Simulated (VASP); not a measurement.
A run of VASP 6.6.1 is set up as follows.

File INCAR:

```
SYSTEM = Re2B3
ALGO = Normal ; EDIFF = 1E-6
ENCUT = 520 ; GGA = PE
ISIF = 2 ; ISMEAR = 0
LASPH = .True. ; LCHARG = .False.
LREAL = .False. ; LWAVE = .False.
NBANDS = 20 ; NELM = 60
PREC = Accurate ; SIGMA = 0.1
```

KPOINTS

```
k-points
0
Gamma
  12 12 10
  0 0 0
```

The input POSCAR:

```
Re2B3
1.0
    3.7823699748      0.0000000000      0.0000000000
   -1.8911849874      3.2756284847      0.0000000000
    0.0000000000      0.0000000000      4.3036887684
Re B
2 3
Direct
    0.3333333333      0.6666666667      0.2249623372
    0.6666666667      0.3333333333      0.7750376628
    0.0000000000      0.0000000000      0.0000000000
    0.3333333333      0.6666666667      0.7216305840
    0.6666666667      0.3333333333      0.2783694160
```

Potentials or basis: VASP PAW PBE potentials, release 64 (Re, B).

Launch:

```sh
$ cat potpaw_PBE.64/Re/POTCAR potpaw_PBE.64/B/POTCAR > POTCAR
$ mpirun -np 1 vasp_std > vasp.out
```

Q: Estimate the pressure.

A: 1.5 GPa.

Q: What does it give for the largest force?

A: 0.020 eV/Å.

Forces in eV/Å, atoms in the order of the input:
```
Re   0.000  0.000  0.019
Re   0.000  0.000 -0.019
B    0.000  0.000  0.000
B    0.000  0.000 -0.020
B    0.000  0.000  0.020
```
